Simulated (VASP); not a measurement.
# GaN (P6_3mc) in VASP: a series of runs, part 2 of 2

VASP 6.6.1. Earlier steps stand in the parts before.

### Step 3. Single point, PBE (strain -0.030 along x and y, -0.030 along z)

Contents of INCAR:

```
SYSTEM = GaN
ALGO = Normal
EDIFF = 1E-6
ENCUT = 520
GGA = PE
ISIF = 2
ISMEAR = 0
LASPH = .TRUE.
LCHARG = .FALSE.
LREAL = .FALSE.
LWAVE = .FALSE.
NBANDS = 26
NELM = 60
PREC = Accurate
SIGMA = 0.05
```

Contents of KPOINTS:

```
k-points
0
G
  12 12 6
  0 0 0
```

Contents of POSCAR:

```
GaN
1.0
    3.1218760445      0.0000000000      0.0000000000
   -1.5609380223      2.7036239620      0.0000000000
    0.0000000000      0.0000000000      5.0857395182
Ga N
2 2
Direct
    0.3333333333      0.6666666667      0.9991316867
    0.6666666667      0.3333333333      0.4991316867
    0.3333333333      0.6666666667      0.3758683133
    0.6666666667      0.3333333333      0.8758683133
```

Potentials or basis: VASP PAW PBE potentials, release 64 (Ga_d, N).

Launch:

```bash
cat potpaw_PBE.64/Ga_d/POTCAR potpaw_PBE.64/N/POTCAR > POTCAR
mpirun -np 1 vasp_std > vasp.out
```

It took 84 s on 1 thread of Intel Xeon Platinum 8375C at 2.90GHz (Ice Lake), shared host; peak memory 0.2 GiB.

Results (log left out):

```
Free energy            : -24.0976 eV
Pressure               : 19.2 GPa
Largest force          : 0.020 eV/Å
Band gap on the k mesh : 2.33 eV
```

Forces in eV/Å, atoms in the order of the input:
```
Ga   0.000  0.000  0.020
Ga   0.000  0.000  0.020
N    0.000  0.000 -0.020
N    0.000  0.000 -0.020
```

Stress tensor (GPa, compression positive):
```
19.25  0.00  0.00
 0.00 19.25  0.00
 0.00  0.00 19.18
```

Levels at points of the mesh, in eV from the valence-band top:
```tsv
k point	band 16	band 17	band 18	band 19	band 20	band 21
(0.00, 0.00, 0.00)	-0.05	0.00	0.00	2.33	4.67	9.55
(0.50, 0.00, 0.00)	-2.96	-2.39	-1.08	5.24	5.90	6.25
(0.00, 0.00, 0.50)	-0.57	-0.57	-0.57	4.65	4.65	8.80
(0.50, 0.00, 0.50)	-2.10	-2.03	-2.03	4.60	4.60	8.16
```

Caveat: the cell differs from its parent crystal (strain -0.030 along x and y, -0.030 along z); the cell stands under pressure.

### Step 4. Single point, PBE (strain -0.030 along x and y, -0.015 along z)

Contents of INCAR:

```
SYSTEM = GaN
PREC = Accurate ; ENCUT = 520
EDIFF = 1E-7 ; ISMEAR = 0
SIGMA = 0.05 ; LREAL = .FALSE.
LASPH = .TRUE. ; NELM = 60
ALGO = Normal ; ISIF = 2
LWAVE = .FALSE. ; LCHARG = .FALSE.
GGA = PE ; NBANDS = 26
```

Contents of KPOINTS:

```
Automatic mesh
0
G
  12 12 6
  0 0 0
```

Changes to POSCAR since step 3:

```diff
@@ -4,3 +4,3 @@
    -1.5609380223      2.7036239620      0.0000000000
-    0.0000000000      0.0000000000      5.0857395182
+    0.0000000000      0.0000000000      5.1643849746
 Ga N
```

Potentials or basis: VASP PAW PBE potentials, release 64 (Ga_d, N).

Launch:

```bash
cat potpaw_PBE.64/Ga_d/POTCAR potpaw_PBE.64/N/POTCAR > POTCAR
mpirun -np 1 vasp_std > vasp.out
```

OUTCAR:

```text
SYSTEM = GaN
   PREC = Accurate
   ENCUT = 520
   EDIFF = 1E-7
   ISMEAR = 0
   LREAL = .FALSE.
   LASPH = .TRUE.
   NELM = 60
   ISIF = 2
   GGA = PE

 ion  position               nearest neighbor table
   1  0.333  0.667  0.999-   4 1.91   4 1.91   4 1.91   3 1.95
   2  0.667  0.333  0.499-   3 1.91   3 1.91   3 1.91   4 1.95
   3  0.333  0.667  0.376-   2 1.91   2 1.91   2 1.91   1 1.95
   4  0.667  0.333  0.876-   1 1.91   1 1.91   1 1.91   2 1.95

  LATTYP: Found a hexagonal cell.
 ALAT       =     3.1218760445
 C/A-ratio  =     1.6542568958

  Lattice vectors:

 A1 = (   3.1218760445,   0.0000000000,   0.0000000000)
 A2 = (  -1.5609380223,   2.7036239620,   0.0000000000)
 A3 = (   0.0000000000,   0.0000000000,   5.1643849746)

Analysis of symmetry for initial positions (statically):
=====================================================================
 Subroutine PRICEL returns:
 Original cell was already a primitive cell.

 Routine SETGRP: Setting up the symmetry group for a
 hexagonal supercell.

[... 167 lines left out ...]
  ext. energy  EPLUGINS =         0.00000000
  ---------------------------------------------------
  free energy    TOTEN  =       -24.16018924 eV

  energy without entropy =      -24.16018924  energy(sigma->0) =      -24.16018924

 E-fermi :   6.1220     XC(G=0): -11.9246

 val. band max:        5.8629237564   @ k =   0.0000   0.0000   0.0000
 cond. band min:       8.0416322941   @ k =   0.0000   0.0000   0.0000
 fundamental gap:      2.1787085377
 Fermi energy:         6.1219734918

 k-point     1 :       0.0000    0.0000    0.0000
  band No.  band energies     occupation
      1     -10.5526      2.00000
      2      -9.4958      2.00000
      3      -7.6406      2.00000
      4      -7.6289      2.00000
      5      -7.6289      2.00000
      6      -7.5616      2.00000
[... 685 lines left out ...]
     25      17.4484      0.00000
     26      19.4090      0.00000

 [... further k-points ...]
[... 5 lines left out ...]
  --------------------------------------------------------------------------------------
  -------------------------------------------------------------------------------------
  Total        4.8377024      4.8377024      2.9974456     -0.0000000      0.0000000      0.0000000
  in kB      177.8153206    177.8153206    110.1745652     -0.0000000      0.0000000      0.0000000
  external PRESSURE =     155.2684022 kB  Pullay stress =       0.0000000 kB

 VOLUME and BASIS-vectors are now :
 -----------------------------------------------------------------------------
  energy-cutoff  :      520.00
  volume of cell :       43.59
      direct lattice vectors                 reciprocal lattice vectors
     3.121876045  0.000000000  0.000000000     0.320320213  0.184936961  0.000000000
    -1.560938022  2.703623962  0.000000000     0.000000000  0.369873923  0.000000000
     0.000000000  0.000000000  5.164384975     0.000000000  0.000000000  0.193633899

 POSITION                                       TOTAL-FORCE (eV/Angst)
 -----------------------------------------------------------------------------------
     -0.00000      1.80242      5.15990        -0.000000      0.000000      0.208863
      1.56094      0.90121      2.57771         0.000000     -0.000000      0.208863
     -0.00000      1.80242      1.94113         0.000000      0.000000     -0.208863
      1.56094      0.90121      4.52332        -0.000000      0.000000     -0.208863
 -----------------------------------------------------------------------------------
    total drift:                               -0.000000     -0.000001     -0.000717

  FREE ENERGIE OF THE ION-ELECTRON SYSTEM (eV)
  ---------------------------------------------------
  free  energy   TOTEN  =       -24.1601892351 eV

  energy  without entropy=      -24.1601892351  energy(sigma->0) =      -24.16018924
```

OSZICAR:

```text
N       E                     dE             d eps       ncg     rms          rms(c)
DAV:   1     0.276070286955E+03    0.27607E+03   -0.17579E+04  4406   0.262E+03
DAV:   2     0.655227550354E+01   -0.26952E+03   -0.25431E+03  4280   0.488E+02
DAV:   3    -0.272129126097E+02   -0.33765E+02   -0.33254E+02  4670   0.142E+02
DAV:   4    -0.283154132121E+02   -0.11025E+01   -0.10977E+01  4598   0.273E+01
DAV:   5    -0.283389205195E+02   -0.23507E-01   -0.23486E-01  4840   0.388E+00    0.112E+01
DAV:   6    -0.240719905011E+02    0.42669E+01   -0.10033E+01  6566   0.511E+01    0.307E+00
DAV:   7    -0.241783404490E+02   -0.10635E+00   -0.15486E+00  4232   0.915E+00    0.276E+00
DAV:   8    -0.241734498217E+02    0.48906E-02   -0.13471E-01  6042   0.553E+00    0.714E-01
DAV:   9    -0.241596060035E+02    0.13844E-01   -0.51967E-02  6490   0.402E+00    0.305E-01
DAV:  10    -0.241603021176E+02   -0.69611E-03   -0.33258E-03  4340   0.508E-01    0.789E-02
DAV:  11    -0.241601809394E+02    0.12118E-03   -0.84395E-04  5782   0.529E-01    0.254E-02
DAV:  12    -0.241601866694E+02   -0.57300E-05   -0.90425E-05  4404   0.873E-02    0.882E-03
DAV:  13    -0.241601891549E+02   -0.24854E-05   -0.16125E-05  5882   0.380E-02    0.786E-03
DAV:  14    -0.241601891798E+02   -0.24900E-07   -0.28099E-06  4182   0.155E-02    0.260E-03
DAV:  15    -0.241601892351E+02   -0.55368E-07   -0.11566E-07  3010   0.454E-03
   1 F= -.24160189E+02 E0= -.24160189E+02  d E =-.143633E-15
```

stdout:

```text
POSCAR found type information on POSCAR GaN
 POSCAR found :  2 types and       4 ions
 scaLAPACK will be used
 LDA part: xc-table for (Slater+PW92), standard interpolation
 POSCAR, INCAR and KPOINTS ok, starting setup
 FFT: planning ... GRIDC
 FFT: planning ... GRID_SOFT
 FFT: planning ... GRID
 WAVECAR not read
 entering main loop
```

Wall time 80 s (1 thread of Intel Xeon Platinum 8375C at 2.90GHz (Ice Lake), shared host); peak memory 0.2 GiB.

What came out:

- Free energy: -24.1602 eV
- Pressure: 15.5 GPa
- Largest force: 0.209 eV/Å
- Band gap on the k mesh: 2.18 eV

Forces in eV/Å, atoms in the order of the input:
```
Ga   0.000  0.000  0.209
Ga   0.000  0.000  0.209
N    0.000  0.000 -0.209
N    0.000  0.000 -0.209
```

Caveat: the cell differs from its parent crystal (strain -0.030 along x and y, -0.015 along z); the cell stands under pressure.

### Step 5. Single point, PBE (strain -0.030 along x and y, +0.000 along z)

Contents of INCAR:

```
PREC = Accurate
ENCUT = 520
EDIFF = 1E-6
ISMEAR = 0
SIGMA = 0.05
LREAL = False
LASPH = True
NELM = 100
ALGO = Normal
ISIF = 2
LWAVE = False
LCHARG = False
GGA = PE
NBANDS = 26
```

Contents of KPOINTS:

```
Automatic mesh
0
Gamma
  12 12 6
```

Changes to POSCAR since step 4:

```diff
@@ -4,3 +4,3 @@
    -1.5609380223      2.7036239620      0.0000000000
-    0.0000000000      0.0000000000      5.1643849746
+    0.0000000000      0.0000000000      5.2430304311
 Ga N
```

Launch:

```bash
cat potpaw_PBE.64/Ga_d/POTCAR potpaw_PBE.64/N/POTCAR > POTCAR
mpirun -np 1 vasp_std > vasp.out
```

It took 87 s on 1 thread of Intel Xeon Platinum 8375C at 2.90GHz (Ice Lake), shared host; peak memory 0.2 GiB.

The run converged. Its results:

```yaml
Free_energy: -24.1914 eV
Pressure: 12.3 GPa
Largest_force: 0.344 eV/Å
Band_gap_on_the_k_mesh: 2.02 eV
```

Forces in eV/Å, atoms in the order of the input:
```
Ga   0.000  0.000  0.344
Ga   0.000  0.000  0.344
N    0.000  0.000 -0.344
N    0.000  0.000 -0.344
```

Stress tensor (GPa, compression positive):
```
16.52  0.00  0.00
 0.00 16.52  0.00
 0.00  0.00  3.96
```

Levels at points of the mesh, in eV from the valence-band top:
| k point | band 15 | band 16 | band 17 | band 18 | band 19 | band 20 | band 21 | band 22 |
| --- | --- | --- | --- | --- | --- | --- | --- | --- |
| (0.00, 0.00, 0.00) | -0.96 | -0.16 | 0.00 | 0.00 | 2.02 | 4.72 | 9.11 | 10.32 |
| (0.50, 0.00, 0.00) | -4.34 | -2.76 | -2.31 | -1.11 | 5.32 | 5.67 | 5.90 | 8.69 |
| (0.00, 0.00, 0.50) | -0.49 | -0.49 | -0.49 | -0.49 | 4.52 | 4.52 | 8.44 | 8.44 |
| (0.50, 0.00, 0.50) | -2.09 | -2.09 | -2.00 | -2.00 | 4.39 | 4.39 | 7.87 | 7.87 |

Caveat: the cell differs from its parent crystal (strain -0.030 along x and y, +0.000 along z); the cell stands under pressure.

### Step 6. Summary

| cell | gap on the mesh (eV) | pressure (GPa) | largest force (eV/Å) |
| --- | --- | --- | --- |
| a = 3.315, b = 3.315, c = 5.322 Å, angles 90.0, 90.0, 120.0°, 4 atoms | 1.24 | -10.6 | 0.09 |
| a = 3.122, b = 3.122, c = 5.086 Å, angles 90.0, 90.0, 120.0°, 4 atoms | 2.33 | 19.2 | 0.02 |
| a = 3.122, b = 3.122, c = 5.164 Å, angles 90.0, 90.0, 120.0°, 4 atoms | 2.18 | 15.5 | 0.21 |
| a = 3.122, b = 3.122, c = 5.243 Å, angles 90.0, 90.0, 120.0°, 4 atoms | 2.02 | 12.3 | 0.34 |

Alike in all rows: task single point; level PBE; potentials or basis VASP PAW PBE potentials, release 64 (Ga_d, N); no spin polarisation; k mesh 12 × 12 × 6; cutoff (eV) 520; smearing gaussian 0.05 eV.

Caveats: the cell stands under pressure (at least some runs); the cell stands under tension (at least some runs).

Absolute energies hang on the potentials; compare differences alone.
